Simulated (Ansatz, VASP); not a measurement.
# ZnH2: VASP beside Ansatz

```xyz
3
Lattice="2.7909 0.0000 0.0000 -1.3954 2.4170 0.0000 0.0000 0.0000 5.1703" Properties=species:S:1:pos:R:3 pbc="T T T"
Zn    0.0000    0.0000    0.0000
H     1.3954    0.8057    4.1993
H     0.0000    1.6113    0.9709
```

Change from the starting cell: species swapped into the TaS2 type (P-3m1, No. 164).

Alike in both runs: task relaxation of cell and atoms; functional PBE; k mesh 12 × 12 × 6; occupations gaussian, width 0.02 eV; no spin polarisation.

```csv
,VASP,Ansatz
version,VASP 6.6.1,Ansatz 0.2.0
potentials or method,"VASP PAW PBE potentials, release 64 (Zn, H), cutoff 500 eV","scalar-relativistic, plane waves, PAW"
valence electrons in the cell,14,14
```

|  | VASP | Ansatz | Ansatz less VASP |
| --- | --- | --- | --- |
| gap on the k mesh at the Fermi level, each at its own relaxed structure (eV) | 2.22 | 2.22 | -0.004 |
| relaxed volume (Å³/atom) | 11.63 | 11.63 | -0.007 |
| relaxed length of the cell vector where the two differ most in proportion (Å) | 2.792 | 2.791 | -0.0007 |
